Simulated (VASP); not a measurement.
Input of a VASP 6.6.1 run:

The input INCAR:

```
SYSTEM = LiCu2N4
PREC = Accurate
ENCUT = 520
EDIFF = 1E-6
ISMEAR = -1
SIGMA = 0.1
LREAL = .False.
LASPH = .True.
NELM = 150
ALGO = Fast
ISIF = 2
LWAVE = .False.
LCHARG = .False.
ISPIN = 2
MAGMOM = 0 0 1 1 1 1 0 0 0 0 0 0 0 0
LORBIT = 11
LMAXMIX = 4
GGA = PE
NBANDS = 62
```

Contents of KPOINTS:

```
regular mesh
0
Gamma
  5 5 5
  0 0 0
```

POSCAR

```
LiCu2N4
1.0
    0.0000000000      4.1626825800      4.1626825800
    4.1626825800      0.0000000000      4.1626825800
    4.1626825800      4.1626825800      0.0000000000
Li Cu N
2 4 8
Direct
    0.0000000000      0.0000000000      0.0000000000
    0.2500000000      0.2500000000      0.2500000000
    0.6250000000      0.6250000000      0.6250000000
    0.1250000000      0.6250000000      0.6250000000
    0.6250000000      0.6250000000      0.1250000000
    0.6250000000      0.1250000000      0.6250000000
    0.3870000000      0.3870000000      0.3870000000
    0.4110000000      0.8630000000      0.8630000000
    0.3870000000      0.3870000000      0.8390000000
    0.8630000000      0.4110000000      0.8630000000
    0.8390000000      0.3870000000      0.3870000000
    0.8630000000      0.8630000000      0.8630000000
    0.3870000000      0.8390000000      0.3870000000
    0.8630000000      0.8630000000      0.4110000000
```

Potentials or basis: VASP PAW PBE potentials, release 64 (Li_sv, Cu, N).

Launch:

```bash
$ cat potpaw_PBE.64/Li_sv/POTCAR potpaw_PBE.64/Cu/POTCAR potpaw_PBE.64/N/POTCAR > POTCAR
$ mpirun -np 1 vasp_std > vasp.out
```

Q: Estimate the net moment.

A: 0.00 μB per cell.

Q: Predict the largest force.

A: 1.206 eV/Å.

Q: Predict the band gap on the k mesh.

A: Zero (filled and empty bands overlap).

Forces in eV/Å, atoms in the order of the input:
```
Li   0.000  0.000  0.000
Li   0.000  0.000  0.000
Cu   0.000  0.000  0.000
Cu   0.000  0.000  0.000
Cu   0.000  0.000  0.000
Cu   0.000  0.000  0.000
N    0.696  0.696  0.696
N   -0.696  0.696  0.696
N   -0.696 -0.696  0.696
N    0.696 -0.696  0.696
N    0.696 -0.696 -0.696
N   -0.696 -0.696 -0.696
N   -0.696  0.696 -0.696
N    0.696  0.696 -0.696
```

Caveat: forces of over 1 eV/Å act on the atoms, so gaps and moduli don't describe the material at rest. With open d or f shells a metallic result of PBE can be an artefact of self-interaction; +U or a hybrid may open a gap.
